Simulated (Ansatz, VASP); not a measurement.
# SiO2: VASP beside Ansatz

```xyz
6
Lattice="4.2041 0.0000 0.0000 0.0000 4.2041 0.0000 0.0000 0.0000 2.6818" Properties=species:S:1:pos:R:3 pbc="T T T"
Si    0.0000    0.0000    0.0000
Si    2.1021    2.1021    1.3409
O     1.2871    1.2871    0.0000
O     2.9171    2.9171    0.0000
O     0.8150    3.3891    1.3409
O     3.3891    0.8150    1.3409
```

Alike in both runs: functional PBE; dispersion D3(BJ); k mesh 6 × 6 × 8; occupations gaussian, width 0.02 eV; no spin polarisation.

Ansatz relaxed the structure, and its values are those at the end. VASP's run is a single point on that final structure, the one shown.

```csv
,VASP,Ansatz
version,VASP 6.6.1,Ansatz 0.2.0
potentials or method,"VASP PAW PBE potentials, release 64 (Si, O), cutoff 600 eV","scalar-relativistic, plane waves, PAW"
valence electrons in the cell,32,32
```

|  | VASP | Ansatz | Ansatz less VASP |
| --- | --- | --- | --- |
| gap on the k mesh at the Fermi level (eV) | 5.30 | 5.31 | +0.018 |
| least direct gap on the mesh (eV) | 5.30 | 5.31 | +0.018 |
| pressure (GPa) | -0.1 | 0.0 | +0.14 |
| rms of the force components (eV/Å) | 0.008 | 0.000 | -0.0076 |
